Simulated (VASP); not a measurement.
WS2:

```
W S
1.0
     1.59387    0.92022    7.47444
    -1.59387    0.92022    7.47444
     0.00000   -1.84045    7.47444
W S
1 2
Cartesian
  0.0000 0.0000 0.0152
  0.0000 0.0000 9.0607
  0.0000 0.0000 5.9186
```

Base run:

- Program: VASP 6.6.1
- Functional: revPBE
- Potentials or basis: VASP PAW PBE potentials, release 64 (W_sv, S)
- Cutoff: 520 eV
- k mesh: 12 × 12 × 12
- Occupations: gaussian, width 0.02 eV
- Spin: no spin polarisation

Its results: band gap on the k mesh 1.66 eV (least direct gap 1.81 eV); pressure 1.4 GPa; largest force 0.108 eV/Å.

Question: The run is repeated on the same cell with these changes: functional from revPBE to PBE; further incar settings from ALGO = Normal; EDIFF = 1e-06; NBANDS = 20 to ALGO = Normal; EDIFF = 1e-07; NBANDS = 20. What comes out?

Answer: Band gap on the k mesh 1.65 eV (least direct gap 1.81 eV); pressure 0.0 GPa; largest force 0.004 eV/Å.

Caveats: spin-orbit coupling is left out, which moves the levels of the heavy elements; the PAW data sets were made with another functional, which shifts forces and pressure a little (at least some runs).

A k mesh can miss the band edges.
